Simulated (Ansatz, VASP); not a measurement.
## HgTe in VASP and in Ansatz

Contents of INCAR:

```
SYSTEM = HgTe
ALGO = Normal
EDIFF = 1E-6
EDIFFG = -0.01
ENCUT = 600
GGA = PE
IBRION = 2
ISIF = 3
ISMEAR = -1
LASPH = .TRUE.
LCHARG = .FALSE.
LREAL = .FALSE.
LWAVE = .FALSE.
NELM = 60
NSW = 80
PREC = Accurate
SIGMA = 0.05
```

Contents of KPOINTS:

```
k-points
0
G
  7 7 7
  0 0 0
```

File POSCAR:

```
HgTe
1.0
    0.0000000000      3.2145000000      3.2145000000
    3.2145000000      0.0000000000      3.2145000000
    3.2145000000      3.2145000000      0.0000000000
Hg Te
1 1
Direct
    0.0000000000      0.0000000000      0.0000000000
    0.7500000000      0.7500000000      0.7500000000
```

Contents of input.yaml:

```yaml
crystal:
  lattice:
    - [0.0, 3.2145, 3.2145]
    - [3.2145, 0.0, 3.2145]
    - [3.2145, 3.2145, 0.0]
  atoms:
    - { symbol: Hg, position: [0.0, 0.0, 0.0] }
    - { symbol: Te, position: [0.75, 0.75, 0.75] }
kpoints:
  mp_grid: { grid: [7, 7, 7] }
scf:
  occupations: { method: fermi_dirac, width: 0.05 }
hamiltonian:
  xc: pbe
  pseudopotentials: { kind: all_electron, lapw: { basis_error: 0.001 } }
output:
  forces: true
  stress: true
relax:
  f_tol: 0.01
  max_steps: 60
  cell: {}
```

Alike in both runs: task relaxation of cell and atoms; functional PBE; k mesh 7 × 7 × 7; occupations fermi-dirac, width 0.05 eV; no spin polarisation.

|  | VASP | Ansatz |
| --- | --- | --- |
| version | VASP 6.6.1 | Ansatz 0.2.0 |
| potentials or method | VASP PAW PBE potentials, release 64 (Hg, Te), cutoff 600 eV | all-electron LAPW, scalar-relativistic |

|  | VASP | Ansatz | Ansatz less VASP |
| --- | --- | --- | --- |
| relaxed volume (Å³/atom) | 36.83 | 36.82 | -0.014 |
| relaxed cell length with the largest relative difference (Å) | 4.705 | 4.705 | -0.0006 |

Ansatz ran all-electron here, and VASP with PAW potentials.

Neither program's run includes spin-orbit coupling.
